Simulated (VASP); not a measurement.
# TaN (rocksalt type) (Fm-3m) in VASP: single point with r2SCAN

Aim: the single point of TaN (rocksalt type) with r2SCAN.

All numbers are computed with VASP 6.6.1; they aren't measurements. Logs are shortened: lines on timing, memory, paths and dates and some standing lists are left out, and cuts for length are marked.

## Step 1: The cell of the first run

Symmetry: Fm-3m, No. 225, cubic system. Conventional cell: a = 4.396 Å, b = 4.396 Å, c = 4.396 Å, α = 90.00°, β = 90.00°, γ = 90.00°. Within 2.9 Å of Ta (site symmetry m-3m) lie 6 N at 2.20 Å. N (site symmetry m-3m) has 6 Ta at 2.20 Å within 2.9 Å.

## Step 2: Single point, r2SCAN

Input file POSCAR:

```
TaN
1.0
    0.0000000000      2.1980245063      2.1980245063
    2.1980245063      0.0000000000      2.1980245063
    2.1980245063      2.1980245063      0.0000000000
Ta N
1 1
Direct
    0.0000000000      0.0000000000      0.0000000000
    0.5000000000      0.5000000000      0.5000000000
```

Input file INCAR.step1:

```
PREC = Accurate ; ENCUT = 770
ISMEAR = -1 ; SIGMA = 0.05
LREAL = False ; LASPH = True
NELM = 120 ; NBANDS = 16
GGA = PE ; ALGO = Normal
EDIFF = 1E-5 ; LWAVE = True
LCHARG = False ; GGA_COMPAT = False
```

Input file INCAR.step2:

```
PREC = Accurate ; ENCUT = 770
EDIFF = 1E-6 ; ISMEAR = -1
SIGMA = 0.05 ; LREAL = False
LASPH = True ; NELM = 120
ALGO = Normal ; ISIF = 2
LWAVE = False ; LCHARG = False
METAGGA = R2SCAN ; LMIXTAU = True
NBANDS = 16 ; ISTART = 1
GGA_COMPAT = False
```

Input file KPOINTS:

```
regular mesh
0
Gamma
  15 15 15
```

Potentials or basis: VASP PAW PBE potentials, release 64 (Ta_sv_GW, N).

Launch:

```console
$ cat potpaw_PBE.64/Ta_sv_GW/POTCAR potpaw_PBE.64/N/POTCAR > POTCAR
$ cp INCAR.step1 INCAR
$ mpirun -np 1 vasp_std > vasp.out
$ cp INCAR.step2 INCAR
$ mpirun -np 1 vasp_std > vasp.out
```

OUTCAR:

```text
PREC = Accurate
   ENCUT = 770
   EDIFF = 1E-6
   ISMEAR = -1
   LREAL = False
   LASPH = True
   NELM = 120
   ISIF = 2
   METAGGA = R2SCAN
   ISTART = 1

 ion  position               nearest neighbor table
   1  0.000  0.000  0.000-   2 2.20   2 2.20   2 2.20   2 2.20   2 2.20   2 2.20
   2  0.500  0.500  0.500-   1 2.20   1 2.20   1 2.20   1 2.20   1 2.20   1 2.20

  LATTYP: Found a face centered cubic cell.
 ALAT       =     4.3960490126

  Lattice vectors:

 A1 = (   0.0000000000,   2.1980245063,   2.1980245063)
 A2 = (   2.1980245063,   0.0000000000,   2.1980245063)
 A3 = (   2.1980245063,   2.1980245063,   0.0000000000)

Analysis of symmetry for initial positions (statically):
=====================================================================
 Subroutine PRICEL returns:
 Original cell was already a primitive cell.

 Routine SETGRP: Setting up the symmetry group for a
 face centered cubic supercell.

 Subroutine GETGRP returns: Found 48 space group operations
 (whereof 48 operations were pure point group operations)
 out of a pool of 48 trial point group operations.

The static configuration has the point symmetry O_h .

Analysis of symmetry for dynamics (positions and initial velocities):
=====================================================================
 Subroutine PRICEL returns:
 Original cell was already a primitive cell.

 Routine SETGRP: Setting up the symmetry group for a
 face centered cubic supercell.

 Subroutine GETGRP returns: Found 48 space group operations
 (whereof 48 operations were pure point group operations)
 out of a pool of 48 trial point group operations.

The dynamic configuration has the point symmetry O_h .

 Subroutine INISYM returns: Found 48 space group operations
 (whereof 48 operations are pure point group operations),
 and found     1 'primitive' translations

----------------------------------------------------------------------------------------

                                     Primitive cell

  volume of cell :      21.2387

  direct lattice vectors                    reciprocal lattice vectors
     0.000000000  2.198024506  2.198024506    -0.227476991  0.227476991  0.227476991
[... 73 lines left out ...]
   ions per type =               1   1
   NGX,Y,Z   is equivalent  to a cutoff of  14.97, 14.97, 14.97 a.u.
   NGXF,Y,Z  is equivalent  to a cutoff of  29.95, 29.95, 29.95 a.u.
 SYSTEM =  unknown system
   PREC   = accura    normal or accurate (medium, high low for compatibility)
   ISTART =      1    job   : 0-new  1-cont  2-samecut
   ICHARG =      0    charge: 1-file 2-atom 10-const
   ISPIN  =      1    spin polarized calculation?
   LNONCOLLINEAR =      F non collinear calculations
   LSORBIT =      F    spin-orbit coupling
   LASPH  =      T    aspherical Exc in radial PAW
   ENCUT  =  770.0 eV  56.59 Ry    7.52 a.u.   7.03  7.03  7.03*2*pi/ulx,y,z
   NELM   =    120;   NELMIN=  2; NELMDL=  0     # of ELM steps
   EDIFF  = 0.1E-05   stopping-criterion for ELM
   LREAL  =      F    real-space projection
   EDIFFG = 0.1E-04   stopping-criterion for IOM
   NSW    =      0    number of steps for IOM
   IBRION =     -1    ionic relax: 0-MD 1-quasi-New 2-CG
   NFREE  =      0    steps in history (QN), initial steepest desc. (CG)
   ISIF   =      2    stress and relaxation
   ISYM   =      2    0-nonsym 1-usesym 2-fastsym
   POTIM  = 0.5000    time-step for ionic-motion
   TEBEG  =    0.0;   TEEND  =   0.0 temperature during run
   PSTRESS=    0.0 pullay stress
   NELECT =      18.0000    total number of electrons
   NUPDOWN=      -1.0000    fix difference up-down
   EMIN   =  10.00;   EMAX   =-10.00  energy-range for DOS
   EFERMI =   0.00;   METHOD = LEGACY
   ISMEAR =    -1;   SIGMA  =   0.05  broadening in eV -4-tet -1-fermi 0-gaus
   EFERMI_NEDOS =   21; number of points for ismear=-14 and -15
   IALGO  =     38    algorithm
   IMIX   =      4    mixing-type and parameters
     AMIX     =   0.40;   BMIX     =  1.00
     AMIX_MAG =   1.60;   BMIX_MAG =  1.00
  volume/ion in A,a.u.               =      10.62        71.66
  Fermi-wavevector in a.u.,A,eV,Ry     =   1.549256  2.927669 32.656617  2.400194
  Thomas-Fermi vector in A             =   2.654089
   LORBIT       =      0    0 simple, 1 ext, 2 COOP (PROOUT), +10 PAW based schemes
   METAGGA = R2SCAN    functional components
   LHFCALC =     F    Hartree Fock is set to
   AEXX    =    0.0000 exact exchange contribution
   IVDW    =     0    specifies the selected vdW correction
   LEPSILON=     F    determine dielectric tensor
   LRPA    =     F    only Hartree local field effects (RPA)
 non-spin polarized calculation
  energy-cutoff  :      770.00
  volume of cell :       21.24
 maximum number of plane-waves:      1044
   NGX = 13   NGY = 13   NGZ = 13

 number of electron      18.0000000 magnetization

 Free energy of the ion-electron system (eV)
  ---------------------------------------------------
  ext. energy  EPLUGINS =         0.00000000
  ---------------------------------------------------
  free energy    TOTEN  =       -62.21231306 eV

  energy without entropy =      -62.20709024  energy(sigma->0) =      -62.20970165

 E-fermi :  13.8873     XC(G=0): -14.7710

 val. band max:       13.8627449792   @ k =   0.2000   0.1333   0.0000
 cond. band min:      13.9149604832   @ k =   0.2000   0.1333   0.0000
 fundamental gap:      0.0522155040
 Fermi energy:        13.8873218336

 k-point     1 :       0.0000    0.0000    0.0000
  band No.  band energies     occupation
      1     -57.7718      2.00000
      2     -23.2493      2.00000
      3     -23.2493      2.00000
      4     -23.2493      2.00000
      5      -6.1181      2.00000
      6       9.7319      2.00000
[... 433 lines left out ...]
      3     -23.3212      2.00000
      4     -23.3120      2.00000
      5      -5.2994      2.00000
      6       6.3652      2.00000
[... 8 lines left out ...]
     15      26.2052      0.00000
     16      32.6003      0.00000

 [... further k-points ...]
[... 5 lines left out ...]
  --------------------------------------------------------------------------------------
  -------------------------------------------------------------------------------------
  Total        0.0034800      0.0034800      0.0034800      0.0000000     -0.0000000      0.0000000
  in kB        0.2625168      0.2625168      0.2625168      0.0000000     -0.0000000      0.0000000
  external PRESSURE =       0.2625168 kB  Pullay stress =       0.0000000 kB

 VOLUME and BASIS-vectors are now :
 -----------------------------------------------------------------------------
  energy-cutoff  :      770.00
  volume of cell :       21.24
      direct lattice vectors                 reciprocal lattice vectors
     0.000000000  2.198024506  2.198024506    -0.227476991  0.227476991  0.227476991
     2.198024506  0.000000000  2.198024506     0.227476991 -0.227476991  0.227476991
     2.198024506  2.198024506  0.000000000     0.227476991  0.227476991 -0.227476991

 POSITION                                       TOTAL-FORCE (eV/Angst)
 -----------------------------------------------------------------------------------
      0.00000      0.00000      0.00000         0.000000     -0.000000      0.000000
      2.19802      2.19802      2.19802        -0.000000      0.000000     -0.000000
 -----------------------------------------------------------------------------------
    total drift:                                0.000000      0.000000      0.000000

  FREE ENERGIE OF THE ION-ELECTRON SYSTEM (eV)
  ---------------------------------------------------
  free  energy   TOTEN  =       -62.2123130622 eV

  energy  without entropy=      -62.2070902375  energy(sigma->0) =      -62.20970165
```

OUTCAR.step1:

```text
PREC = Accurate
   ENCUT = 770
   ISMEAR = -1
   LREAL = False
   LASPH = True
[... 676 lines left out ...]
      0.00000      0.00000      0.00000         0.000000      0.000000      0.000000
      2.19802      2.19802      2.19802        -0.000000     -0.000000     -0.000000
 -----------------------------------------------------------------------------------
    total drift:                                0.000000      0.000000      0.000000

  FREE ENERGIE OF THE ION-ELECTRON SYSTEM (eV)
  ---------------------------------------------------
  free  energy   TOTEN  =       -24.3639798923 eV

  energy  without entropy=      -24.3584864609  energy(sigma->0) =      -24.36123318
```

OSZICAR.step1:

```text
N       E                     dE             d eps       ncg     rms          rms(c)
DAV:   1     0.131545030268E+03    0.13155E+03   -0.14004E+04  3840   0.160E+03
DAV:   2    -0.237282356846E+02   -0.15527E+03   -0.14803E+03  5368   0.382E+02
DAV:   3    -0.285641766973E+02   -0.48359E+01   -0.47976E+01  4448   0.636E+01
DAV:   4    -0.285939664514E+02   -0.29790E-01   -0.29788E-01  5208   0.585E+00
DAV:   5    -0.285946449828E+02   -0.67853E-03   -0.67853E-03  5192   0.517E-01    0.437E+01
DAV:   6    -0.245061388438E+02    0.40885E+01   -0.89624E+00  4800   0.283E+01    0.475E+01
DAV:   7    -0.244156140138E+02    0.90525E-01   -0.48598E-01  3936   0.599E+00    0.256E+01
DAV:   8    -0.243655878194E+02    0.50026E-01   -0.15769E-01  4912   0.348E+00    0.148E+00
DAV:   9    -0.243639767142E+02    0.16111E-02   -0.62611E-03  4608   0.749E-01    0.735E-01
DAV:  10    -0.243639832563E+02   -0.65421E-05   -0.14530E-03  4184   0.370E-01    0.137E-01
DAV:  11    -0.243639909358E+02   -0.76796E-05   -0.10041E-04  4504   0.112E-01    0.172E-01
DAV:  12    -0.243639794919E+02    0.11444E-04   -0.22681E-05  4248   0.481E-02    0.320E-02
DAV:  13    -0.243639798923E+02   -0.40037E-06   -0.25760E-06  2184   0.133E-02
   1 F= -.24363980E+02 E0= -.24361233E+02  d E =-.549343E-02
```

It took 95 s on 1 thread of Intel Xeon 6975P-C (Granite Rapids), shared host; peak memory 0.23 GiB.

Results:

```
Free energy            : -62.2123 eV
Pressure               : 0.0 GPa
Band gap on the k mesh : zero (bands 9 and 10 overlap by 4.03 eV)
```

Levels at points of the mesh, in eV from the Fermi level:
| k point | band 5 | band 6 | band 7 | band 8 | band 9 | band 10 | band 11 | band 12 | band 13 | band 14 |
| --- | --- | --- | --- | --- | --- | --- | --- | --- | --- | --- |
| (0.00, 0.00, 0.00) | -20.01 | -4.16 | -4.16 | -4.16 | -2.16 | -2.16 | -2.16 | 0.17 | 0.17 | 1.78 |

Caveat: the PAW data sets were made with another functional, which shifts forces and pressure a little; spin-orbit coupling is left out, which moves the levels of the heavy elements.

The gap in the log of VASP goes by the Fermi energy; the results here count the filled bands.